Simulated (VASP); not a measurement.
Runs of VASP 6.6.1 on NaI. The structure is that of space group Fm-3m (No. 225), or close to it. The cells are those of the table. 

| cell | gap on the mesh (eV) | pressure (GPa) |
| --- | --- | --- |
| a = 4.577, b = 4.617 Å, angles 59.7, 59.4, 59.7°, 2 atoms | 4.40 | -0.2 |
| a = 4.577, b = 4.588 Å, angles 59.9, 59.8, 59.9°, 2 atoms | 4.43 | -0.2 |
| a = 4.577, b = 4.531 Å, angles 60.3, 60.7, 60.3°, 2 atoms | (a) | -0.2 |
| a = 4.577, b = 4.583 Å, angles 60.0°, 2 atoms | 4.43 | -0.2 |
| a = 4.577, b = 4.554 Å, angles 60.2, 60.3, 60.2°, 2 atoms | 4.42 | -0.2 |
| a = 4.577, b = 4.611 Å, angles 59.8, 59.5, 59.8°, 2 atoms | 4.40 | -0.2 |
| a = 4.577, b = 4.594 Å, angles 59.9, 59.8, 59.9°, 2 atoms | 4.42 | -0.2 |
| a = 4.577, b = 4.606 Å, angles 59.8, 59.6, 59.8°, 2 atoms | 4.41 | -0.2 |

Alike in all rows: task single point; level r2SCAN; potentials or basis VASP PAW PBE potentials, release 64 (Na_pv, I); no spin polarisation; k mesh 6 × 6 × 6; cutoff (eV) 520; smearing gaussian 0.05 eV.

Task: Estimate the missing entries.

Result: (a) 4.39.

Caveats: the PAW data sets were made with another functional, which shifts forces and pressure a little; spin-orbit coupling is left out, which moves the levels of the heavy elements.

A k mesh can miss the band edges, and the runs leave out spin-orbit coupling on I.
